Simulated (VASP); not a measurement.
# La (Fd-3m) in VASP: a series of runs, part 2 of 2

VASP 6.6.1.

## 3. Single point, r2SCAN (36.92 Å³/atom)

This run uses another cell than the first one, of 36.92 Å³/atom.

POSCAR

```
La
1.0
    0.0000000000      3.3299115032      3.3299115032
    3.3299115032      0.0000000000      3.3299115032
    3.3299115032      3.3299115032      0.0000000000
La
2
Direct
    0.1250000000      0.1250000000      0.1250000000
    0.8750000000      0.8750000000      0.8750000000
```

INCAR.step1

```
ALGO     = Normal         # electronic algorithm
EDIFF    = 1E-5           # SCF threshold, eV
ENCUT    = 550            # plane-wave cutoff, eV
GGA      = PE             # functional
GGA_COMPAT= False        
ISMEAR   = -1             # smearing method
LASPH    = True           # aspherical terms in the spheres
LCHARG   = False          # write CHGCAR
LMAXMIX  = 6              # l up to which the mixer works
LREAL    = False          # projectors in reciprocal space
LWAVE    = True           # write WAVECAR
NBANDS   = 18             # bands
NELM     = 200            # most SCF steps
PREC     = Accurate       # precision mode
SIGMA    = 0.1            # smearing width, eV
```

INCAR.step2

```
ALGO     = Normal         # electronic algorithm
EDIFF    = 1E-6           # SCF threshold, eV
ENCUT    = 550            # plane-wave cutoff, eV
GGA_COMPAT= False        
ISIF     = 2              # what is computed and relaxed
ISMEAR   = -1             # smearing method
ISTART   = 1            
LASPH    = True           # aspherical terms in the spheres
LCHARG   = False          # write CHGCAR
LMAXMIX  = 6              # l up to which the mixer works
LMIXTAU  = True         
LREAL    = False          # projectors in reciprocal space
LWAVE    = False          # write WAVECAR
METAGGA  = R2SCAN         # meta-GGA
NBANDS   = 18             # bands
NELM     = 200            # most SCF steps
PREC     = Accurate       # precision mode
SIGMA    = 0.1            # smearing width, eV
```

KPOINTS

```
k-points
0
Gamma
  9 9 9
```

Potentials or basis: VASP PAW PBE potentials, release 64 (La).

Launch:

```bash
$ cat potpaw_PBE.64/La/POTCAR > POTCAR
$ cp INCAR.step1 INCAR
$ mpirun -np 1 vasp_std > vasp.out
$ cp INCAR.step2 INCAR
$ mpirun -np 1 vasp_std > vasp.out
```

OUTCAR:

```text
EDIFF = 1E-6
   ENCUT = 550
   ISIF = 2
   ISMEAR = -1
   ISTART = 1
   LASPH = True
   LREAL = False
   METAGGA = R2SCAN
   NELM = 200
   PREC = Accurate

 ion  position               nearest neighbor table
   1  0.125  0.125  0.125-   2 2.88   2 2.88   2 2.88   2 2.88
   2  0.875  0.875  0.875-   1 2.88   1 2.88   1 2.88   1 2.88

  LATTYP: Found a face centered cubic cell.
 ALAT       =     6.6598230064

  Lattice vectors:

 A1 = (   0.0000000000,   3.3299115032,   3.3299115032)
 A2 = (   3.3299115032,   0.0000000000,   3.3299115032)
 A3 = (   3.3299115032,   3.3299115032,   0.0000000000)

Analysis of symmetry for initial positions (statically):
=====================================================================
 Subroutine PRICEL returns:
 Original cell was already a primitive cell.

 Routine SETGRP: Setting up the symmetry group for a
 face centered cubic supercell.

 Subroutine GETGRP returns: Found 48 space group operations
 (whereof 12 operations were pure point group operations)
 out of a pool of 48 trial point group operations.

The static configuration has the point symmetry D_3d.
 The point group associated with its full space group is O_h .

Analysis of symmetry for dynamics (positions and initial velocities):
=====================================================================
 Subroutine PRICEL returns:
 Original cell was already a primitive cell.

 Routine SETGRP: Setting up the symmetry group for a
 face centered cubic supercell.

 Subroutine GETGRP returns: Found 48 space group operations
 (whereof 12 operations were pure point group operations)
 out of a pool of 48 trial point group operations.

The dynamic configuration has the point symmetry D_3d.
 The point group associated with its full space group is O_h .

 Subroutine INISYM returns: Found 48 space group operations
 (whereof 12 operations are pure point group operations),
 and found     1 'primitive' translations

[... 112 lines left out ...]
   IMIX   =      4    mixing-type and parameters
     AMIX     =   0.40;   BMIX     =  1.00
     AMIX_MAG =   1.60;   BMIX_MAG =  1.00
  volume/ion in A,a.u.               =      36.92       249.17
  Fermi-wavevector in a.u.,A,eV,Ry     =   1.093385  2.066198 16.265633  1.195490
  Thomas-Fermi vector in A             =   2.229669
   LORBIT       =      0    0 simple, 1 ext, 2 COOP (PROOUT), +10 PAW based schemes
   METAGGA = R2SCAN    functional components
   LHFCALC =     F    Hartree Fock is set to
   AEXX    =    0.0000 exact exchange contribution
   IVDW    =     0    specifies the selected vdW correction
   LEPSILON=     F    determine dielectric tensor
   LRPA    =     F    only Hartree local field effects (RPA)
 non-spin polarized calculation
  energy-cutoff  :      550.00
  volume of cell :       73.85
 maximum number of plane-waves:      2185
   NGX = 17   NGY = 17   NGZ = 17

 number of electron      22.0000000 magnetization

 Free energy of the ion-electron system (eV)
  ---------------------------------------------------
  ext. energy  EPLUGINS =         0.00000000
  ---------------------------------------------------
  free energy    TOTEN  =       -57.70280364 eV

  energy without entropy =      -57.64869449  energy(sigma->0) =      -57.67574906

 E-fermi :   7.6830     XC(G=0):  -9.9699

 val. band max:        7.6541810797   @ k =   0.4444   0.4444   0.0000
 cond. band min:       7.6842792564   @ k =   0.3333   0.3333   0.0000
 fundamental gap:      0.0300981767
 Fermi energy:         7.6829608308

 k-point     1 :       0.0000    0.0000    0.0000
  band No.  band energies     occupation
      1     -27.2053      2.00000
      2     -25.3651      2.00000
      3     -11.0020      2.00000
      4     -11.0020      2.00000
      5     -11.0020      2.00000
      6      -8.7928      2.00000
[... 481 lines left out ...]
      5     -10.0130      2.00000
      6      -9.6545      2.00000
[... 10 lines left out ...]
     17       9.8463      0.00000
     18       9.8681      0.00000

 [... further k-points ...]

------------------------ aborting loop because EDIFF is reached ----------------------------------------

  FORCE on cell =-STRESS in cart. coord.  units (eV):
  Direction    XX          YY          ZZ          XY          YZ          ZX
  --------------------------------------------------------------------------------------
  -------------------------------------------------------------------------------------
  Total       -0.0303280     -0.0303280     -0.0303280     -0.0000000     -0.0000000     -0.0000000
  in kB       -0.6580016     -0.6580016     -0.6580016     -0.0000000     -0.0000000     -0.0000000
  external PRESSURE =      -0.6580016 kB  Pullay stress =       0.0000000 kB

 VOLUME and BASIS-vectors are now :
 -----------------------------------------------------------------------------
  energy-cutoff  :      550.00
  volume of cell :       73.85
      direct lattice vectors                 reciprocal lattice vectors
     0.000000000  3.329911503  3.329911503    -0.150154141  0.150154141  0.150154141
     3.329911503  0.000000000  3.329911503     0.150154141 -0.150154141  0.150154141
     3.329911503  3.329911503  0.000000000     0.150154141  0.150154141 -0.150154141

 POSITION                                       TOTAL-FORCE (eV/Angst)
 -----------------------------------------------------------------------------------
      0.83248      0.83248      0.83248         0.000000      0.000000      0.000000
      5.82735      5.82735      5.82735        -0.000000     -0.000000     -0.000000
 -----------------------------------------------------------------------------------
    total drift:                                0.000000      0.000000      0.000000

  FREE ENERGIE OF THE ION-ELECTRON SYSTEM (eV)
  ---------------------------------------------------
  free  energy   TOTEN  =       -57.7028036395 eV

  energy  without entropy=      -57.6486944897  energy(sigma->0) =      -57.67574906
```

OUTCAR.step1:

```text
EDIFF = 1E-5
   ENCUT = 550
   GGA = PE
   ISMEAR = -1
   LASPH = True
[... 726 lines left out ...]
      0.83248      0.83248      0.83248         0.000000      0.000000      0.000000
      5.82735      5.82735      5.82735        -0.000000     -0.000000     -0.000000
 -----------------------------------------------------------------------------------
    total drift:                               -0.000000      0.000000      0.000000

  FREE ENERGIE OF THE ION-ELECTRON SYSTEM (eV)
  ---------------------------------------------------
  free  energy   TOTEN  =        -7.7667124356 eV

  energy  without entropy=       -7.6972516795  energy(sigma->0) =       -7.73198206
```

OSZICAR.step1:

```text
N       E                     dE             d eps       ncg     rms          rms(c)
DAV:   1     0.265098509167E+03    0.26510E+03   -0.83461E+03  1276   0.178E+03
DAV:   2     0.348400626007E+02   -0.23026E+03   -0.22610E+03  1804   0.304E+02
DAV:   3    -0.426906734054E+01   -0.39109E+02   -0.38265E+02  2070   0.147E+02
DAV:   4    -0.799057182516E+01   -0.37215E+01   -0.36751E+01  2520   0.461E+01
DAV:   5    -0.824794136678E+01   -0.25737E+00   -0.25608E+00  2040   0.109E+01    0.644E+00
DAV:   6    -0.784955251166E+01    0.39839E+00   -0.15196E+00  2518   0.109E+01    0.411E+00
DAV:   7    -0.777754717355E+01    0.72005E-01   -0.26559E-01  2520   0.350E+00    0.137E+00
DAV:   8    -0.776650022354E+01    0.11047E-01   -0.36574E-02  2488   0.188E+00    0.129E-01
DAV:   9    -0.776667825326E+01   -0.17803E-03   -0.24581E-03  2472   0.378E-01    0.807E-02
DAV:  10    -0.776671003111E+01   -0.31778E-04   -0.24583E-04  2504   0.154E-01    0.119E-02
DAV:  11    -0.776671243557E+01   -0.24045E-05   -0.11170E-05  1792   0.256E-02
   1 F= -.77667124E+01 E0= -.77319821E+01  d E =-.694608E-01
```

Run time: 2.8 min. Hardware: 1 thread of AMD EPYC 9R45 (Zen 5), shared host; peak memory 0.22 GiB.

Results:

| Item | Value |
| --- | --- |
| Free energy | -57.7028 eV |
| Pressure | -0.1 GPa |
| Band gap on the k mesh | zero (bands 11 and 12 overlap by 0.12 eV) |

Levels at points of the mesh, in eV from the Fermi level:
| k point | band 8 | band 9 | band 10 | band 11 | band 12 | band 13 | band 14 | band 15 |
| --- | --- | --- | --- | --- | --- | --- | --- | --- |
| (0.00, 0.00, 0.00) | -16.48 | -2.53 | -0.89 | -0.89 | 0.96 | 0.96 | 0.96 | 1.91 |

Caveat: the PAW data sets were made with another functional, which shifts forces and pressure a little; spin-orbit coupling is left out, which moves the levels of the heavy elements.

## 4. Single point, r2SCAN (38.40 Å³/atom)

This run uses another cell than the first one, of 38.40 Å³/atom.

POSCAR

```
La
1.0
    0.0000000000      3.3737311533      3.3737311533
    3.3737311533      0.0000000000      3.3737311533
    3.3737311533      3.3737311533      0.0000000000
La
2
Direct
    0.1250000000      0.1250000000      0.1250000000
    0.8750000000      0.8750000000      0.8750000000
```

INCAR.step1

```
PREC     = Accurate       # precision mode
ENCUT    = 550            # plane-wave cutoff, eV
ISMEAR   = -1             # smearing method
SIGMA    = 0.1            # smearing width, eV
LREAL    = False          # projectors in reciprocal space
LASPH    = True           # aspherical terms in the spheres
NELM     = 200            # most SCF steps
NBANDS   = 18             # bands
GGA      = PE             # functional
ALGO     = Normal         # electronic algorithm
EDIFF    = 1E-5           # SCF threshold, eV
LWAVE    = True           # write WAVECAR
LCHARG   = False          # write CHGCAR
GGA_COMPAT= False        
LMAXMIX  = 6              # l up to which the mixer works
```

INCAR.step2

```
PREC     = Accurate       # precision mode
ENCUT    = 550            # plane-wave cutoff, eV
EDIFF    = 1E-6           # SCF threshold, eV
ISMEAR   = -1             # smearing method
SIGMA    = 0.1            # smearing width, eV
LREAL    = False          # projectors in reciprocal space
LASPH    = True           # aspherical terms in the spheres
NELM     = 200            # most SCF steps
ALGO     = Normal         # electronic algorithm
ISIF     = 2              # what is computed and relaxed
LWAVE    = False          # write WAVECAR
LCHARG   = True           # write CHGCAR
METAGGA  = R2SCAN         # meta-GGA
LMIXTAU  = True         
LELF     = True           # ELF
LVHAR    = True         
NBANDS   = 18             # bands
ISTART   = 1            
GGA_COMPAT= False        
LMAXMIX  = 6              # l up to which the mixer works
```

KPOINTS

```
regular mesh
0
Gamma
  9 9 9
```

Launch:

```bash
$ cat potpaw_PBE.64/La/POTCAR > POTCAR
$ cp INCAR.step1 INCAR
$ mpirun -np 1 vasp_std > vasp.out
$ cp INCAR.step2 INCAR
$ mpirun -np 1 vasp_std > vasp.out
```

Wall time 8.2 min (1 thread of AMD EPYC 9R45 (Zen 5), shared host); peak memory 0.23 GiB.

The run converged. Its results:

```
Free energy            : -57.6854 eV
Pressure               : -1.8 GPa
Band gap on the k mesh : zero (bands 11 and 12 overlap by 0.18 eV)
```

Levels at points of the mesh, in eV from the Fermi level:
```tsv
k point	band 7	band 8	band 9	band 10	band 11	band 12	band 13	band 14	band 15	band 16
(0.00, 0.00, 0.00)	-16.60	-16.60	-2.54	-0.85	-0.85	0.92	0.92	0.92	1.83	1.88
```

Caveat: the PAW data sets were made with another functional, which shifts forces and pressure a little; spin-orbit coupling is left out, which moves the levels of the heavy elements.

## 5. Single point, r2SCAN (39.88 Å³/atom)

This run uses another cell than the first one, of 39.88 Å³/atom.

POSCAR

```
La
1.0
    0.0000000000      3.4164411450      3.4164411450
    3.4164411450      0.0000000000      3.4164411450
    3.4164411450      3.4164411450      0.0000000000
La
2
Direct
    0.1250000000      0.1250000000      0.1250000000
    0.8750000000      0.8750000000      0.8750000000
```

INCAR.step1

```
  PREC = Accurate
  ENCUT = 550
  ISMEAR = -1
  SIGMA = 0.1
  LREAL = False
  LASPH = True
  NELM = 200
  NBANDS = 18
  GGA = PE
  ALGO = Normal
  EDIFF = 1E-5
  LWAVE = True
  LCHARG = False
  GGA_COMPAT = False
  LMAXMIX = 6
```

INCAR.step2

```
  PREC = Accurate
  ENCUT = 550
  EDIFF = 1E-6
  ISMEAR = -1
  SIGMA = 0.1
  LREAL = False
  LASPH = True
  NELM = 200
  ALGO = Normal
  ISIF = 2
  LWAVE = False
  LCHARG = False
  METAGGA = R2SCAN
  LMIXTAU = True
  NBANDS = 18
  ISTART = 1
  GGA_COMPAT = False
  LMAXMIX = 6
```

KPOINTS is that of step 4.

Launch:

```bash
$ cat potpaw_PBE.64/La/POTCAR > POTCAR
$ cp INCAR.step1 INCAR
$ mpirun -np 1 vasp_std > vasp.out
$ cp INCAR.step2 INCAR
$ mpirun -np 1 vasp_std > vasp.out
```

It took 4.7 min on 1 thread of AMD EPYC 9R45 (Zen 5), shared host; peak memory 0.26 GiB.

The run converged. Its results:

```yaml
Free_energy: -57.6400 eV
Pressure: -3.2 GPa
Band_gap_on_the_k_mesh: zero (bands 11 and 12 overlap by 0.24 eV)
```

Levels at points of the mesh, in eV from the Fermi level:
| k point | band 7 | band 8 | band 9 | band 10 | band 11 | band 12 | band 13 | band 14 | band 15 | band 16 |
| --- | --- | --- | --- | --- | --- | --- | --- | --- | --- | --- |
| (0.00, 0.00, 0.00) | -16.70 | -16.70 | -2.55 | -0.81 | -0.81 | 0.89 | 0.89 | 0.89 | 1.75 | 1.83 |

Caveat: the cell stands under tension; the PAW data sets were made with another functional, which shifts forces and pressure a little; spin-orbit coupling is left out, which moves the levels of the heavy elements.

## 6. Summary

| cell | gap on the mesh (eV) | pressure (GPa) |
| --- | --- | --- |
| a = 4.646 Å, angles 60.0°, 2 atoms | none | 2.1 |
| a = 4.709 Å, angles 60.0°, 2 atoms | none | -0.1 |
| a = 4.771 Å, angles 60.0°, 2 atoms | none | -1.8 |
| a = 4.832 Å, angles 60.0°, 2 atoms | none | -3.2 |

Alike in all rows: task single point; level r2SCAN; potentials or basis VASP PAW PBE potentials, release 64 (La); no spin polarisation; k mesh 9 × 9 × 9; cutoff (eV) 550; smearing fermi-dirac 0.1 eV.

Caveats: the PAW data sets were made with another functional, which shifts forces and pressure a little; spin-orbit coupling is left out, which moves the levels of the heavy elements; the cell stands under tension (at least some runs).

Absolute energies hang on the potentials; compare differences alone.
